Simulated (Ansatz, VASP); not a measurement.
## One calculation of PbS, two programs

Contents of POSCAR:

```
PbS
1.0
    0.0000000000      3.0539500000      3.0094750000
    3.0539500000      0.0000000000      3.0094750000
    3.0539500000      3.0539500000      0.0000000000
Pb S
1 1
Direct
    0.0000000000      0.0000000000      0.0000000000
    0.5000000000      0.5000000000      0.5000000000
```

Contents of INCAR.step1:

```
  ALGO = Normal
  EDIFF = 1E-4
  ENCUT = 520
  GGA = PE
  ISMEAR = 0
  LASPH = T
  LCHARG = F
  LREAL = F
  LWAVE = T
  NBANDS = 17
  NELM = 80
  PREC = Accurate
  SIGMA = 0.05
```

File INCAR.step2:

```
  ALGO = Normal
  EDIFF = 1E-7
  ENCUT = 520
  ISIF = 2
  ISMEAR = 0
  ISTART = 1
  LASPH = T
  LCHARG = T
  LELF = T
  LMIXTAU = T
  LREAL = F
  LVHAR = T
  LWAVE = F
  METAGGA = R2SCAN
  NBANDS = 17
  NELM = 80
  PREC = Accurate
  SIGMA = 0.05
```

KPOINTS

```
k-points
0
Gamma
  8 8 8
```

Input for Ansatz:

```yaml
crystal:
  lattice:
    - [0.0, 3.05395, 3.009475]
    - [3.05395, 0.0, 3.009475]
    - [3.05395, 3.05395, 0.0]
  atoms:
    - { symbol: Pb, position: [0.0, 0.0, 0.0] }
    - { symbol: S, position: [0.5, 0.5, 0.5] }
basis:
  ecutwfc: 500
kpoints:
  mp_grid: { grid: [8, 8, 8] }
hamiltonian:
  xc: r2scan
scf:
  occupations: { method: gaussian, width: 0.05 }
output:
  forces: true
  stress: true
  eigenvalues: true
```

Change from the starting cell: strain +0.030 along x and y, +0.015 along z, atoms carried along.

Alike in both runs: task single point; functional r2SCAN; k mesh 8 × 8 × 8; occupations gaussian, width 0.05 eV; no spin polarisation.

|  | VASP | Ansatz |
| --- | --- | --- |
| version | VASP 6.6.1 | Ansatz 0.2.0 |
| potentials or method | VASP PAW PBE potentials, release 64 (Pb_d, S), cutoff 520 eV | scalar-relativistic, plane waves, PAW |
| valence electrons in the cell | 20 | 20 |

|  | VASP | Ansatz | Ansatz less VASP |
| --- | --- | --- | --- |
| gap on the k mesh at the Fermi level (eV) | 0.87 | 0.86 | -0.009 |
| least direct gap on the mesh (eV) | 0.87 | 0.86 | -0.009 |
| pressure (GPa) | -2.7 | -2.6 | +0.03 |
| traceless stress, the component that is largest in VASP (GPa) | 0.94 | 0.93 | -0.005 |

VASP's potentials were made for PBE, not for r2SCAN.

Spin-orbit coupling is off throughout.
